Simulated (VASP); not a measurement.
Set up this calculation in VASP 6.6.1, as the native input.

```
Task                   : single point
Functional             : r2SCAN
Potentials or basis    : VASP PAW PBE potentials, release 64 (Al, Co)
Cutoff                 : 520 eV
k mesh                 : 9 × 9 × 21
Occupations            : gaussian, width 0.1 eV
Spin                   : no spin polarisation
Dipole correction      : no
Further INCAR settings : ALGO = Normal; EDIFF = 1e-06; NBANDS = 13; ISYM = 0
```

The system is AlCo.

```
Al Co
1.0
     4.00655    0.00000   -0.00086
    -2.00328    3.46978    0.00086
    -2.00362    1.15679    1.62846
Al Co
1 1
Direct
  0.00000 0.00000 0.00000
  0.50000 0.50000 0.50000
```

One way to write it, as run:

POSCAR

```
AlCo
1.0
    4.0065529146      0.0000000529     -0.0008565001
   -2.0032764115      3.4697766320      0.0008565001
   -2.0036234153      1.1567925181      1.6284565953
Al Co
1 1
Direct
    0.0000000000      0.0000000000      0.0000000000
    0.5000000000      0.5000000000      0.5000000000
```

INCAR.step1

```
SYSTEM = AlCo
ALGO = Normal
EDIFF = 1E-4
ENCUT = 520
GGA = PE
ISMEAR = 0
ISYM = 0
LASPH = .True.
LCHARG = .False.
LREAL = .False.
LWAVE = .True.
NBANDS = 13
NELM = 60
PREC = Accurate
SIGMA = 0.1
```

INCAR.step2

```
SYSTEM = AlCo
ALGO = Normal
EDIFF = 1E-6
ENCUT = 520
ISIF = 2
ISMEAR = 0
ISTART = 1
ISYM = 0
LASPH = .True.
LCHARG = .False.
LMIXTAU = .True.
LREAL = .False.
LWAVE = .False.
METAGGA = R2SCAN
NBANDS = 13
NELM = 60
PREC = Accurate
SIGMA = 0.1
```

KPOINTS

```
k-points
0
Gamma
  9 9 21
  0 0 0
```

Potentials or basis: VASP PAW PBE potentials, release 64 (Al, Co).

Launch:

```sh
$ cat potpaw_PBE.64/Al/POTCAR potpaw_PBE.64/Co/POTCAR > POTCAR
$ cp INCAR.step1 INCAR
$ mpirun -np 1 vasp_std > vasp.out
$ cp INCAR.step2 INCAR
$ mpirun -np 1 vasp_std > vasp.out
```

Results of the run:

```yaml
Pressure: -1.3 GPa
Band_gap_on_the_k_mesh: zero (band 6 reaches 12.93 eV, above the bottom of band 7 at 10.63 eV)
```

Caveat: the PAW data sets were made with another functional, which shifts forces and pressure a little.

Run time: 20 min on 1 thread of Intel(R) Xeon(R) Platinum 8259CL CPU @ 2.50GHz (Skylake/Cascade Lake), on a shared host, peak memory 0.39 GiB.
